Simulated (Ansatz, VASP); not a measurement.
# AlN: VASP beside Ansatz

```
CELL_PARAMETERS angstrom
2.18399 -2.18399 0.00000
2.18399 0.00000 -2.18399
9.46412 8.37190 8.37190
ATOMIC_POSITIONS crystal
Al 0.65625 0.65625 0.06247
Al 0.85067 0.85067 0.89580
Al 0.29514 0.29514 0.22913
Al 0.57290 0.57290 0.56247
Al 0.93402 0.93402 0.39580
Al 0.21179 0.21179 0.72913
N 0.59374 0.59374 0.43747
N 0.95486 0.95486 0.27080
N 0.23262 0.23262 0.60413
N 0.51039 0.51039 0.93747
N 0.87151 0.87151 0.77080
N 0.31597 0.31597 0.10413
```

Alike in both runs: task single point; functional r2SCAN; k mesh 8 × 8 × 2; occupations gaussian, width 0.05 eV; no spin polarisation.

```csv
,VASP,Ansatz
version,VASP 6.6.1,Ansatz 0.2.0
potentials or method,"VASP PAW PBE potentials, release 64 (Al, N), cutoff 520 eV","scalar-relativistic, plane waves, PAW"
valence electrons in the cell,48,48
```

|  | VASP | Ansatz | Ansatz less VASP |
| --- | --- | --- | --- |
| gap on the k mesh at the Fermi level (eV) | 3.41 | 3.42 | +0.009 |
| least direct gap on the mesh (eV) | 3.66 | 3.68 | +0.011 |
| pressure (GPa) | -0.5 | -0.2 | +0.38 |
| traceless stress, the component that is largest in VASP (GPa) | -6.20 | -6.18 | +0.025 |
| rms of the force components (eV/Å) | 0.442 | 0.441 | -0.0009 |

VASP's potentials were made for PBE, not for r2SCAN. Atom by atom the forces differ by 0.003 eV/Å (rms over components). With one functional, cell and mesh, what is left measures potentials, basis and numerics.
